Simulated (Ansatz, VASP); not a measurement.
TiO2: VASP beside Ansatz

```
CELL_PARAMETERS angstrom
2.81900 -2.81900 -0.02117
2.81900 2.81900 -0.02117
-2.78099 0.00000 5.09261
ATOMIC_POSITIONS crystal
Ti 0.12499 0.87501 0.25000
Ti 0.87501 0.12499 0.75000
O 0.33113 0.08113 0.66227
O 0.66887 0.91887 0.33773
O 0.91887 0.66887 0.83773
O 0.08113 0.33113 0.16227
```

Change from the starting cell: strain +0.050 along x and y, +0.050 along z, atoms carried along.

Alike in both runs: task single point; functional r2SCAN; k mesh 6 × 6 × 6; occupations gaussian, width 0.05 eV; no spin polarisation; Hubbard terms Ti d U = 4.0 eV.

|  | VASP | Ansatz |
| --- | --- | --- |
| version | VASP 6.6.1 | Ansatz 0.2.0 |
| potentials or method | VASP PAW PBE potentials, release 64 (Ti_sv, O), cutoff 520 eV | scalar-relativistic, plane waves, PAW |
| valence electrons in the cell | 48 | 48 |

VASP gave:

* gap on the k mesh at the Fermi level (eV): 2.75
* least direct gap on the mesh (eV): 3.01
* pressure (GPa): -21.0
* traceless stress, the component that is largest in VASP (GPa): -1.60
* rms of the force components (eV/Å): 0.280

Task: What did Ansatz give for the same quantities?

Result: gap on the k mesh at the Fermi level (eV): 2.67; least direct gap on the mesh (eV): 2.92; pressure (GPa): -23.8; traceless stress, the component that is largest in VASP (GPa): -1.11; rms of the force components (eV/Å): 0.340.

VASP's potentials were made for PBE, not for r2SCAN. The programs project onto different local orbitals, so the same U acts differently, and such runs can settle in different states. Atom by atom the forces differ by 0.060 eV/Å (rms over components). Ansatz's warnings: near symmetry operations not taken.
